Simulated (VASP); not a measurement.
**HC10: single point with PBE+D3(BJ)**

System: HC10, a slab with vacuum.

```
CELL_PARAMETERS angstrom
2.46554 0.00000 0.00000
-1.23277 2.13415 0.00000
0.00000 0.00000 32.59797
ATOMIC_POSITIONS crystal
C 0.08331 0.16662 0.26075
C 0.41669 0.83338 0.26075
C 0.58331 0.16662 0.36504
C 0.91669 0.83338 0.36504
C 0.08339 0.16679 0.46901
C 0.41661 0.83321 0.46901
C 0.57986 0.15971 0.56981
C 0.92014 0.84029 0.56981
C 0.08357 0.16714 0.67082
C 0.41643 0.83286 0.67082
H 0.75000 0.50000 0.60343
```

* Program: VASP 6.6.1
* Task: single point
* Functional: PBE
* Dispersion: D3(BJ)
* Potentials or basis: VASP PAW PBE potentials, release 64 (C, H)
* Cutoff: 520 eV
* k mesh: 12 × 12 × 1
* Occupations: gaussian, width 0.1 eV
* Spin: no spin polarisation

| Item | Value |
| --- | --- |
| Largest force | 0.028 eV/Å |
| Band gap on the k mesh | zero (an odd number of electrons rules out a gap without spin polarisation) |
| Dispersion energy per atom | -0.134 eV |

Forces on the atoms (eV/Å):
```
C    0.000 -0.028  0.001
C    0.000  0.028  0.001
C    0.000  0.025 -0.001
C    0.000 -0.025 -0.001
C    0.000  0.000 -0.002
C    0.000  0.000 -0.002
C    0.000 -0.004 -0.005
C    0.000  0.004 -0.005
C    0.000  0.003  0.002
C    0.000 -0.003  0.002
H    0.000  0.000  0.010
```

Levels at points of the mesh, in eV from the Fermi level:
```csv
k point,band 16,band 17,band 18,band 19,band 20,band 21,band 22,band 23,band 24,band 25
"(0.00, 0.00, 0.00)",-3.26,-3.07,-3.06,-3.02,-3.01,0.89,2.84,3.55,3.68,4.61
"(0.50, 0.00, 0.00)",-6.39,-3.73,-2.73,-2.46,-2.37,-0.63,0.34,1.42,1.70,1.74
"(0.00, 0.50, 0.00)",-4.96,-4.76,-3.43,-2.89,-2.45,-1.93,0.43,1.06,1.53,2.12
```

Run time: 4.6 min on 1 thread of AMD EPYC 9R45 96-Core Processor (Zen 5) (shared host), peak memory 0.34 GiB.
